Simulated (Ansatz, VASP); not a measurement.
**Two plane-wave programs on InGa2N3**

```
CELL_PARAMETERS angstrom
5.00434 -2.88652 0.00000
5.00434 2.88652 0.00000
0.00000 0.00000 5.39030
ATOMIC_POSITIONS crystal
In 0.32526 0.67474 0.48970
In 0.67474 0.32526 0.98970
Ga 0.00709 0.33385 0.49257
Ga 0.66615 0.99291 0.49257
Ga 0.99291 0.66615 0.99257
Ga 0.33385 0.00709 0.99257
N 0.02683 0.33368 0.85888
N 0.66632 0.97318 0.85888
N 0.97318 0.66632 0.35888
N 0.33368 0.02683 0.35888
N 0.30744 0.69256 0.89539
N 0.69256 0.30744 0.39539
```

Alike in both runs: task single point; functional PBE; k mesh 4 × 4 × 4; occupations gaussian, width 0.1 eV; no spin polarisation.

|  | VASP | Ansatz |
| --- | --- | --- |
| version | VASP 6.6.1 | Ansatz 0.2.0 |
| potentials or method | VASP PAW PBE potentials, release 64 (In_d, Ga_d, N), cutoff 520 eV | scalar-relativistic, plane waves, PAW |
| valence electrons in the cell | 108 | 108 |

```csv
,VASP,Ansatz,Ansatz less VASP
gap on the k mesh at the Fermi level (eV),0.89,0.89,-0.001
least direct gap on the mesh (eV),0.89,0.89,-0.001
pressure (GPa),0.7,0.6,-0.14
rms of the force components (eV/Å),0.010,0.015,+0.0051
```

Atom by atom the forces differ by 0.005 eV/Å (rms over components).
